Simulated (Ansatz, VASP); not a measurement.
One calculation of Zn, two programs

INCAR

```
SYSTEM = Zn
PREC = Accurate
ENCUT = 600
EDIFF = 1E-6
ISMEAR = -1
SIGMA = 0.05
LREAL = .False.
LASPH = .True.
NELM = 100
ALGO = Normal
ISIF = 3
LWAVE = .False.
LCHARG = .False.
GGA = PS
IBRION = 2
NSW = 100
EDIFFG = -0.003
```

File KPOINTS:

```
regular mesh
0
Gamma
  22 22 10
  0 0 0
```

POSCAR

```
Zn
1.0
    2.6648000000      0.0000000000      0.0000000000
   -1.3324000000      2.3077844960      0.0000000000
    0.0000000000      0.0000000000      4.9467000000
Zn
2
Direct
    0.3333333333      0.6666666667      0.2500000000
    0.6666666667      0.3333333333      0.7500000000
```

Input for Ansatz:

```yaml
crystal:
  lattice:
    - [2.6648, 0.0, 0.0]
    - [-1.3324, 2.307784496, 0.0]
    - [0.0, 0.0, 4.9467]
  atoms:
    - { symbol: Zn, position: [0.3333333333, 0.6666666667, 0.25] }
    - { symbol: Zn, position: [0.6666666667, 0.3333333333, 0.75] }
kpoints:
  mp_grid: { grid: [22, 22, 10] }
scf:
  occupations: { method: fermi_dirac, width: 0.05 }
hamiltonian:
  xc: pbesol
  pseudopotentials: { kind: paw }
output:
  forces: true
  stress: true
  write_density: true
  write_potential: true
  elf: true
  volumetric_format: npy
relax:
  f_tol: 0.003
  max_steps: 80
  cell: {}
```

Alike in both runs: task relaxation of cell and atoms; functional PBEsol; k mesh 22 × 22 × 10; occupations fermi-dirac, width 0.05 eV; no spin polarisation.

|  | VASP | Ansatz |
| --- | --- | --- |
| version | VASP 6.6.1 | Ansatz 0.2.0 |
| potentials or method | VASP PAW PBE potentials, release 64 (Zn) | PAW with Ansatz's default frozen-core files, scalar-relativistic |
| plane-wave cutoff (eV) | 600 | 420 |
| valence electrons in the cell | 24 | 24 |

Ansatz gave:

* relaxed volume (Å³/atom): 14.13
* relaxed length of the cell vector where the two differ most in proportion (Å): 2.613

Task: What did VASP give for the same quantities?

Result: Relaxed volume (Å³/atom): 14.16; relaxed length of the cell vector where the two differ most in proportion (Å): 2.618.

VASP's potentials were made for PBE, not for PBEsol.
